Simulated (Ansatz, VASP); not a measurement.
**HPbNO4 in VASP and in Ansatz**

File INCAR:

```
SYSTEM = HPbNO4
ALGO = Normal
EDIFF = 1E-6
ENCUT = 520
GGA = RP
ISIF = 2
ISMEAR = -1
LASPH = .TRUE.
LCHARG = .FALSE.
LREAL = .FALSE.
LWAVE = .FALSE.
NBANDS = 57
NELM = 80
PREC = Accurate
SIGMA = 0.05
```

The input KPOINTS:

```
k-points
0
G
  5 4 3
  0 0 0
```

POSCAR

```
HPbNO4
1.0
    4.1204000000     -0.0008100000     -0.0112000000
    0.0040400000      6.4272200000      0.0536000000
    0.0279100000      3.2070700000      7.7499400000
H Pb N O
2 2 2 8
Direct
    0.9036600000      0.2182100000      0.4885100000
    0.4033700000      0.7817700000      0.5114200000
    0.3945500000      0.3086300000      0.7072500000
    0.8948900000      0.6913500000      0.2926600000
    0.6340900000      0.1999000000      0.2073000000
    0.1338600000      0.8001200000      0.7927500000
    0.9082900000      0.3286600000      0.5436900000
    0.5379200000      0.3907600000      0.1949700000
    0.5348300000      0.1127900000      0.1060200000
    0.8371800000      0.0888700000      0.3267200000
    0.4081700000      0.6713200000      0.4562400000
    0.0377400000      0.6092400000      0.8052000000
    0.0342900000      0.8873700000      0.8939700000
    0.3371600000      0.9110100000      0.6733000000
```

Contents of input.yaml:

```yaml
crystal:
  lattice:
    - [4.1204, -0.00081, -0.0112]
    - [0.00404, 6.42722, 0.0536]
    - [0.02791, 3.20707, 7.74994]
  atoms:
    - { symbol: H, position: [0.90366, 0.21821, 0.48851] }
    - { symbol: H, position: [0.40337, 0.78177, 0.51142] }
    - { symbol: Pb, position: [0.39455, 0.30863, 0.70725] }
    - { symbol: Pb, position: [0.89489, 0.69135, 0.29266] }
    - { symbol: "N", position: [0.63409, 0.1999, 0.2073] }
    - { symbol: "N", position: [0.13386, 0.80012, 0.79275] }
    - { symbol: O, position: [0.90829, 0.32866, 0.54369] }
    - { symbol: O, position: [0.53792, 0.39076, 0.19497] }
    - { symbol: O, position: [0.53483, 0.11279, 0.10602] }
    - { symbol: O, position: [0.83718, 0.08887, 0.32672] }
    - { symbol: O, position: [0.40817, 0.67132, 0.45624] }
    - { symbol: O, position: [0.03774, 0.60924, 0.8052] }
    - { symbol: O, position: [0.03429, 0.88737, 0.89397] }
    - { symbol: O, position: [0.33716, 0.91101, 0.6733] }
kpoints:
  mp_grid: { grid: [5, 4, 3] }
  band_path:
    path: [[0.0, 0.5, 0.5], [0.0, 0.0, 0.0], [0.5, 0.0, 0.0]]
    npoints: 12
scf:
  occupations: { method: fermi_dirac, width: 0.05 }
hamiltonian:
  xc: rpbe
  pseudopotentials: { kind: all_electron, lapw: { basis_error: 0.003 } }
output:
  forces: true
  stress: true
  eigenvalues: true
```

Alike in both runs: functional RPBE; k mesh 5 × 4 × 3; occupations fermi-dirac, width 0.05 eV; no spin polarisation.

|  | VASP | Ansatz |
| --- | --- | --- |
| version | VASP 6.6.1 | Ansatz 0.2.0 |
| potentials or method | VASP PAW PBE potentials, release 64 (H, Pb_d, N, O), cutoff 520 eV | all-electron LAPW, scalar-relativistic |
| task | single point | band structure |

|  | VASP | Ansatz | Ansatz less VASP |
| --- | --- | --- | --- |
| gap on the k mesh at the Fermi level (eV) | 3.34 | 3.37 | +0.028 |
| least direct gap on the mesh (eV) | 3.42 | 3.45 | +0.024 |
| pressure (GPa) | 3.2 | 2.5 | -0.72 |
| traceless stress, the component that is largest in VASP (GPa) | 0.88 | 0.29 | -0.591 |
| rms of the force components (eV/Å) | 0.255 | 0.103 | -0.1517 |

VASP's potentials were made for PBE, not for RPBE. Atom by atom the forces differ by 0.174 eV/Å (rms over components). One of these differences is far larger than is usual between the two programs; its cause wasn't traced. Ansatz ran all-electron here, and VASP with PAW potentials.

Spin-orbit coupling is off throughout. Noted on VASP's run: the standard files for N, O and F lose accuracy on very short bonds.
